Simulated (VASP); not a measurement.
Wanted: the native input for a VASP 6.6.1 run.

- Task: single point
- Functional: r2SCAN
- Potentials or basis: VASP PAW PBE potentials, release 64 (Cd, S)
- Cutoff: 520 eV
- k mesh: 8 × 8 × 8
- Occupations: gaussian, width 0.01 eV
- Spin: no spin polarisation
- Dipole correction: no
- Further INCAR settings: ALGO = Normal; EDIFF = 1e-06; NBANDS = 16

Crystal: CdS.

```
Cd S
1.0
    -0.02410    2.93921    2.93921
     2.93921   -0.02410    2.93921
     2.91511    2.91511    0.00000
Cd S
1 1
Direct
  0.99818 0.99818 0.00182
  0.25182 0.25182 0.24818
```

This cell differs from its parent crystal: shear xy strain -1.6%.

The input as run:

POSCAR

```
CdS
1.0
   -0.0241015617      2.9392148400      2.9392148400
    2.9392148400     -0.0241015617      2.9392148400
    2.9151132783      2.9151132783      0.0000000000
Cd S
1 1
Direct
   -0.0018162356     -0.0018162356      0.0018162356
    0.2518162356      0.2518162356      0.2481837644
```

INCAR.step1

```
SYSTEM = CdS
PREC = Accurate
ENCUT = 520
ISMEAR = 0
SIGMA = 0.01
LREAL = .False.
LASPH = .True.
NELM = 100
NBANDS = 16
GGA = PE
ALGO = Normal
EDIFF = 1E-4
LWAVE = .True.
LCHARG = .False.
```

INCAR.step2

```
SYSTEM = CdS
PREC = Accurate
ENCUT = 520
EDIFF = 1E-6
ISMEAR = 0
SIGMA = 0.01
LREAL = .False.
LASPH = .True.
NELM = 100
ALGO = Normal
ISIF = 2
LWAVE = .False.
LCHARG = .False.
METAGGA = R2SCAN
LMIXTAU = .True.
NBANDS = 16
ISTART = 1
```

KPOINTS

```
regular mesh
0
Gamma
  8 8 8
  0 0 0
```

Potentials or basis: VASP PAW PBE potentials, release 64 (Cd, S).

Command:

```sh
$ cat potpaw_PBE.64/Cd/POTCAR potpaw_PBE.64/S/POTCAR > POTCAR
$ cp INCAR.step1 INCAR
$ mpirun -np 1 vasp_std > vasp.out
$ cp INCAR.step2 INCAR
$ mpirun -np 1 vasp_std > vasp.out
```

It gave:

| Property | Result |
| --- | --- |
| Pressure | 0.3 GPa |
| Band gap on the k mesh | 1.50 eV, direct |

Caveat: the cell differs from its parent crystal (shear xy strain -1.6%); the PAW data sets were made with another functional, which shifts forces and pressure a little.

Wall time 3 min on 1 thread of AMD EPYC 9R45 96-Core Processor (Zen 5), with other jobs on the host, peak memory 0.2 GiB.
